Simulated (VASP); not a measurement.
# C in VASP: relaxation of the atoms with PBE

Aim: the relaxation of the atoms of C with PBE.

All numbers are computed with VASP 6.6.1; they aren't measurements. Logs are shortened: lines on timing, memory, paths and dates and some standing lists are left out, and cuts for length are marked.

### 1 The cell of the first run

The cell holds a slab with vacuum, 4 atoms: a = 2.526 Å, b = 3.572 Å, c = 17.263 Å, α = 90.00°, β = 90.00°, γ = 90.00°.

### 2 Relaxation of the atoms, PBE

File INCAR:

```
SYSTEM = C
PREC = Accurate
ENCUT = 520
EDIFF = 1E-7
ISMEAR = -1
SIGMA = 0.02
LREAL = .FALSE.
LASPH = .TRUE.
NELM = 100
ALGO = Normal
ISIF = 2
LWAVE = .FALSE.
LCHARG = .FALSE.
LDIPOL = .TRUE.
IDIPOL = 3
DIPOL = 0.5 0.5 0.500
GGA = PE
IBRION = 2
NSW = 60
EDIFFG = -0.01
```

File KPOINTS:

```
Automatic mesh
0
G
  12 8 1
  0 0 0
```

File POSCAR:

```
C
1.0
    2.5255274270      0.0000000000      0.0000000000
    0.0000000000      3.5716351394      0.0000000000
    0.0000000000      0.0000000000     17.2628000000
C
4
Direct
    0.0000000000      0.3750000000      0.4634252927
    0.5000000000      0.1250000000      0.4634252927
    0.5000000000      0.8750000000      0.5365747073
    0.0000000000      0.6250000000      0.5365747073
```

Potentials or basis: VASP PAW PBE potentials, release 64 (C).

The run is started by

```sh
$ cat potpaw_PBE.64/C/POTCAR > POTCAR
$ mpirun -np 1 vasp_std > vasp.out
```

OUTCAR:

```text
SYSTEM = C
   PREC = Accurate
   ENCUT = 520
   EDIFF = 1E-7
   ISMEAR = -1
   LREAL = .FALSE.
   LASPH = .TRUE.
   NELM = 100
   ISIF = 2
   GGA = PE
   IBRION = 2
   NSW = 60
   EDIFFG = -0.01

 ion  position               nearest neighbor table
   1  0.000  0.375  0.463-   2 1.55   2 1.55   4 1.55
   2  0.500  0.125  0.463-   1 1.55   1 1.55   3 1.55
   3  0.500  0.875  0.537-   4 1.55   4 1.55   2 1.55
   4  0.000  0.625  0.537-   3 1.55   3 1.55   1 1.55

  LATTYP: Found a simple orthorhombic cell.
 ALAT       =     2.5255274270
 B/A-ratio  =     1.4142135624
 C/A-ratio  =     6.8353246991

  Lattice vectors:

 A1 = (   2.5255274270,   0.0000000000,   0.0000000000)
 A2 = (   0.0000000000,   3.5716351394,   0.0000000000)
 A3 = (   0.0000000000,   0.0000000000,  17.2628000000)

Analysis of symmetry for initial positions (statically):
=====================================================================
 Subroutine PRICEL returns:
 Original cell was already a primitive cell.

 Routine SETGRP: Setting up the symmetry group for a
 simple orthorhombic supercell.

 Subroutine GETGRP returns: Found  8 space group operations
 (whereof  4 operations were pure point group operations)
 out of a pool of  8 trial point group operations.

The static configuration has the point symmetry C_2h.
 The point group associated with its full space group is D_2h.

Analysis of symmetry for dynamics (positions and initial velocities):
=====================================================================
 Subroutine PRICEL returns:
 Original cell was already a primitive cell.

 Routine SETGRP: Setting up the symmetry group for a
 simple orthorhombic supercell.

 Subroutine GETGRP returns: Found  8 space group operations
 (whereof  4 operations were pure point group operations)
 out of a pool of  8 trial point group operations.

The dynamic configuration has the point symmetry C_2h.
 The point group associated with its full space group is D_2h.

 Subroutine INISYM returns: Found  8 space group operations
 (whereof  4 operations are pure point group operations),
 and found     1 'primitive' translations

----------------------------------------------------------------------------------------

                                     Primitive cell

  volume of cell :     155.7150

  direct lattice vectors                    reciprocal lattice vectors
     2.525527427  0.000000000  0.000000000     0.395956896  0.000000000  0.000000000
     0.000000000  3.571635139  0.000000000     0.000000000  0.279983806  0.000000000
     0.000000000  0.000000000 17.262800000     0.000000000  0.000000000  0.057928030

  length of vectors
     2.525527427  3.571635139 17.262800000     0.395956896  0.279983806  0.057928030

  position of ions in fractional coordinates (direct lattice)
     0.000000000  0.375000000  0.463425293
     0.500000000  0.125000000  0.463425293
     0.500000000  0.875000000  0.536574707
     0.000000000  0.625000000  0.536574707

  ion indices of the primitive-cell ions
   primitive index   ion index
                 1           1
                 2           2
                 3           3
                 4           4

----------------------------------------------------------------------------------------

 KPOINTS: Automatic mesh

Automatic generation of k-mesh.
 Grid dimensions read from file:
 generate k-points for:   12    8    1

 Generating k-lattice:

  Cartesian coordinates                     Fractional coordinates (reciprocal lattice)
     0.032996408  0.000000000  0.000000000     0.083333333  0.000000000  0.000000000
     0.000000000  0.034997976  0.000000000     0.000000000  0.125000000  0.000000000
     0.000000000  0.000000000  0.057928030     0.000000000  0.000000000  1.000000000

  Length of vectors
     0.032996408  0.034997976  0.057928030

  Shift w.r.t. Gamma in fractional coordinates (k-lattice)
     0.000000000  0.000000000  0.000000000

 Subroutine IBZKPT returns following result:
 ===========================================

 Found     35 irreducible k-points:

 Following reciprocal coordinates:
            Coordinates               Weight
  0.000000  0.000000  0.000000      1.000000
  0.083333  0.000000  0.000000      2.000000
  0.166667  0.000000  0.000000      2.000000
  0.250000  0.000000  0.000000      2.000000
  0.333333  0.000000  0.000000      2.000000
  0.416667  0.000000  0.000000      2.000000
[... 16 lines left out ...]
  0.083333  0.375000  0.000000      4.000000
  0.166667  0.375000  0.000000      4.000000
 [... further k-points ...]
   k-points           NKPTS =     35   k-points in BZ     NKDIM =     35   number of bands    NBANDS=     12
   number of dos      NEDOS =    301   number of ions     NIONS =      4
   total plane-waves  NPLWV =  71680
   dimension x,y,z NGX =    20 NGY =   28 NGZ =  128
   dimension x,y,z NGXF=    40 NGYF=   56 NGZF=  256
   ions per type =               4
   NGX,Y,Z   is equivalent  to a cutoff of  13.17, 13.03, 12.33 a.u.
   NGXF,Y,Z  is equivalent  to a cutoff of  26.33, 26.07, 24.65 a.u.
 SYSTEM =  C
   PREC   = accura    normal or accurate (medium, high low for compatibility)
   ISTART =      0    job   : 0-new  1-cont  2-samecut
   ICHARG =      2    charge: 1-file 2-atom 10-const
   ISPIN  =      1    spin polarized calculation?
   LNONCOLLINEAR =      F non collinear calculations
   LSORBIT =      F    spin-orbit coupling
   LASPH  =      T    aspherical Exc in radial PAW
   ENCUT  =  520.0 eV  38.22 Ry    6.18 a.u.   4.70  6.64 32.10*2*pi/ulx,y,z
   NELM   =    100;   NELMIN=  2; NELMDL= -5     # of ELM steps
   EDIFF  = 0.1E-06   stopping-criterion for ELM
   LREAL  =      F    real-space projection
   EDIFFG = -.1E-01   stopping-criterion for IOM
   NSW    =     60    number of steps for IOM
   IBRION =      2    ionic relax: 0-MD 1-quasi-New 2-CG
   NFREE  =      1    steps in history (QN), initial steepest desc. (CG)
   ISIF   =      2    stress and relaxation
   ISYM   =      2    0-nonsym 1-usesym 2-fastsym
   POTIM  = 0.5000    time-step for ionic-motion
   TEBEG  =    0.0;   TEEND  =   0.0 temperature during run
   PSTRESS=    0.0 pullay stress
   NELECT =      16.0000    total number of electrons
   NUPDOWN=      -1.0000    fix difference up-down
   EMIN   =  10.00;   EMAX   =-10.00  energy-range for DOS
   EFERMI =   0.00;   METHOD = LEGACY
   ISMEAR =    -1;   SIGMA  =   0.02  broadening in eV -4-tet -1-fermi 0-gaus
   EFERMI_NEDOS =   21; number of points for ismear=-14 and -15
   IALGO  =     38    algorithm
   IMIX   =      4    mixing-type and parameters
     AMIX     =   0.40;   BMIX     =  1.00
     AMIX_MAG =   1.60;   BMIX_MAG =  1.00
  volume/ion in A,a.u.               =      38.93       262.70
  Fermi-wavevector in a.u.,A,eV,Ry     =   0.766781  1.449006  7.999588  0.587953
  Thomas-Fermi vector in A             =   1.867195
   LORBIT       =      0    0 simple, 1 ext, 2 COOP (PROOUT), +10 PAW based schemes
   GGA     = PE    functional components
   LHFCALC =     F    Hartree Fock is set to
   AEXX    =    0.0000 exact exchange contribution
   IVDW    =     0    specifies the selected vdW correction
   LEPSILON=     F    determine dielectric tensor
   LRPA    =     F    only Hartree local field effects (RPA)
 conjugate gradient relaxation of ions
 non-spin polarized calculation
  energy-cutoff  :      520.00
  volume of cell :      155.71
 maximum number of plane-waves:      4221
 NGX is ok and might be reduce to    20
   NGX =  9   NGY = 13   NGZ = 65

--------------------------------------- Ionic step        1  -------------------------------------------

 number of electron      16.0000000 magnetization

 Free energy of the ion-electron system (eV)
  ---------------------------------------------------
  ext. energy  EPLUGINS =         0.00000000
  ---------------------------------------------------
  free energy    TOTEN  =       -30.40682129 eV

  energy without entropy =      -30.40480784  energy(sigma->0) =      -30.40581457

------------------------ aborting loop because EDIFF is reached ----------------------------------------

  FORCE on cell =-STRESS in cart. coord.  units (eV):
  Direction    XX          YY          ZZ          XY          YZ          ZX
  --------------------------------------------------------------------------------------
  -------------------------------------------------------------------------------------
  Total        0.5488178     -5.7913885     -8.0332963      0.0000000      0.0000000      0.0000000
  in kB        5.6468769    -59.5885565    -82.6559180      0.0000000      0.0000000      0.0000000
  external PRESSURE =     -45.5325325 kB  Pullay stress =       0.0000000 kB
[... 95 lines left out ...]
  FREE ENERGIE OF THE ION-ELECTRON SYSTEM (eV)
  ---------------------------------------------------
  free  energy   TOTEN  =       -32.4035384143 eV

  energy  without entropy=      -32.4010824121  energy(sigma->0) =      -32.40231041

[... ionic steps 4 to 10 ...]

--------------------------------------- Ionic step       11  -------------------------------------------

 number of electron      15.9999999 magnetization

------------------------ aborting loop because EDIFF is reached ----------------------------------------
[... 71 lines left out ...]
--------------------------------------- Ionic step       13  -------------------------------------------

 number of electron      16.0000000 magnetization

 dipolmoment           0.000000      0.000000      0.000000 electrons x Angstroem

 Free energy of the ion-electron system (eV)
  ---------------------------------------------------
  ext. energy  EPLUGINS =         0.00000000
  ---------------------------------------------------
  free energy    TOTEN  =       -33.53906747 eV

  energy without entropy =      -33.53831708  energy(sigma->0) =      -33.53869227

 E-fermi :  -1.4809     XC(G=0):  -2.7798

 val. band max:       -1.7000910841   @ k =   0.0833   0.1250   0.0000
 cond. band min:      -1.4765050645   @ k =   0.0000   0.1250   0.0000
 fundamental gap:      0.2235860197
 Fermi energy:        -1.4809136629

 k-point     1 :       0.0000    0.0000    0.0000
  band No.  band energies     occupation
      1     -22.9078      2.00000
      2     -15.2047      2.00000
      3     -15.1981      2.00000
      4     -10.4926      2.00000
      5      -9.9587      2.00000
      6      -7.0821      2.00000
      7      -5.3843      2.00000
      8      -1.2426      0.00001
      9      -0.8632      0.00000
     10       1.6145      0.00000
     11       1.6837      0.00000
     12       2.5112      0.00000
[... 331 lines left out ...]
 k-point    24 :       0.1667    0.3750    0.0000
  band No.  band energies     occupation
      1     -21.2669      2.00000
      2     -19.2352      2.00000
      3     -11.6274      2.00000
      4     -10.4850      2.00000
      5      -9.7163      2.00000
      6      -8.5319      2.00000
      7      -6.4259      2.00000
      8      -3.6152      2.00000
      9       1.0128      0.00000
     10       3.2765      0.00000
     11       3.8762      0.00000
     12       4.0105      0.00000

 [... further k-points ...]

------------------------ aborting loop because EDIFF is reached ----------------------------------------

 vacuum level on the upper side and lower side of the slab       (xc-potential included)        -0.082        -0.082

  FORCE on cell =-STRESS in cart. coord.  units (eV):
  Direction    XX          YY          ZZ          XY          YZ          ZX
  --------------------------------------------------------------------------------------
  -------------------------------------------------------------------------------------
  Total        5.8960973     24.7268786     -0.0234250      0.0000000      0.0000000      0.0000000
  in kB       60.6659234    254.4189550     -0.2410237      0.0000000      0.0000000      0.0000000
  external PRESSURE =     104.9479516 kB  Pullay stress =       0.0000000 kB
[... 19 lines left out ...]
  FREE ENERGIE OF THE ION-ELECTRON SYSTEM (eV)
  ---------------------------------------------------
  free  energy   TOTEN  =       -33.5390674736 eV

  energy  without entropy=      -33.5383170756  energy(sigma->0) =      -33.53869227

 reached required accuracy - stopping structural energy minimisation

 vacuum level on the upper side and lower side of the slab         1.914         1.914
```

Wall time 17 min (1 thread of Intel Xeon Platinum 8375C at 2.90GHz (Ice Lake), shared host); peak memory 0.27 GiB.

What came out:

- Free energy: -33.5391 eV
- Energy gained by relaxing: 783.1 meV/atom
- Ionic steps: 13
- Largest force after relaxing: 0.006 eV/Å
- Band gap on the k mesh: zero (bands 8 and 9 overlap by 0.74 eV)

Forces in eV/Å, atoms in the order of the input:
```
C    0.000 -0.005 -0.003
C    0.000  0.005 -0.003
C    0.000 -0.005  0.003
C    0.000  0.005  0.003
```

Step by step:
```tsv
step	energy change (eV)	largest force (eV/Å)	pressure (GPa)
1	0.0000	4.3540	-4.55
2	-1.9928	3.3073	2.68
3	-1.9967	3.1625	2.37
4	-2.7902	5.1861	11.94
5	-3.0519	1.0442	8.49
6	-3.1213	0.7938	10.72
7	-3.1307	0.2857	10.21
8	-3.1307	0.2568	10.18
9	-3.1192	0.8991	11.23
10	-3.1322	0.0297	10.44
11	-3.1322	0.0348	10.45
12	-3.1322	0.0219	10.53
13	-3.1322	0.0060	10.49
```

Final structure:
```
CELL_PARAMETERS angstrom
2.52553 0.00000 0.00000
0.00000 3.57164 0.00000
0.00000 0.00000 17.26280
ATOMIC_POSITIONS crystal
C 0.00000 0.33570 0.48285
C 0.50000 0.16430 0.48285
C 0.50000 0.83570 0.51715
C 0.00000 0.66430 0.51715
```

The gap in the log of VASP goes by the Fermi energy; the results here count the filled bands.